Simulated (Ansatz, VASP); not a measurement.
## CuI in VASP and in Ansatz

File INCAR:

```
PREC = Accurate
ENCUT = 600
EDIFF = 1E-6
ISMEAR = 0
SIGMA = 0.1
LREAL = F
LASPH = T
NELM = 120
ALGO = Normal
ISIF = 2
LWAVE = F
LCHARG = F
NBANDS = 16
GGA_COMPAT = F
```

The input KPOINTS:

```
Automatic mesh
0
Gamma
  6 6 6
```

The input POSCAR:

```
CuI
1.0
    0.0000000000      3.0000000000      3.0000000000
    3.0000000000      0.0000000000      3.0000000000
    3.0000000000      3.0000000000      0.0000000000
Cu I
1 1
Direct
    0.0000000000      0.0000000000      0.0000000000
    0.2500000000      0.2500000000      0.2500000000
```

Input for Ansatz:

```yaml
crystal:
  lattice:
    - [0.0, 3.0, 3.0]
    - [3.0, 0.0, 3.0]
    - [3.0, 3.0, 0.0]
  atoms:
    - { symbol: Cu, position: [0.0, 0.0, 0.0] }
    - { symbol: I, position: [0.25, 0.25, 0.25] }
basis:
  ecutwfc: 420
kpoints:
  mp_grid: { grid: [6, 6, 6] }
hamiltonian:
  xc: lda
  pseudopotentials: { kind: paw, azcp: { folder: soft_1 } }
scf:
  occupations: { method: gaussian, width: 0.1 }
output:
  forces: true
  stress: true
  eigenvalues: true
```

Alike in both runs: task single point; functional LDA; k mesh 6 × 6 × 6; occupations gaussian, width 0.1 eV; no spin polarisation.

|  | VASP | Ansatz |
| --- | --- | --- |
| version | VASP 6.6.1 | Ansatz 0.2.0 |
| potentials or method | VASP PAW LDA potentials, release 64 (Cu, I), cutoff 600 eV | scalar-relativistic, plane waves, PAW |
| valence electrons in the cell | 18 | 36 |

|  | VASP | Ansatz | Ansatz less VASP |
| --- | --- | --- | --- |
| gap on the k mesh at the Fermi level (eV) | 1.08 | 1.02 | -0.058 |
| least direct gap on the mesh (eV) | 1.08 | 1.02 | -0.058 |
| pressure (GPa) | -3.1 | -3.3 | -0.19 |

Ansatz warns that its potentials were made for another functional, while VASP's fit it. LDA's correlation is that of Perdew and Zunger in VASP and of Perdew and Wang (1992) in Ansatz. VASP's potentials hold 18 valence electrons a cell and Ansatz's 36, so a difference there can come from the potentials and not from the codes.

Neither program's run includes spin-orbit coupling.
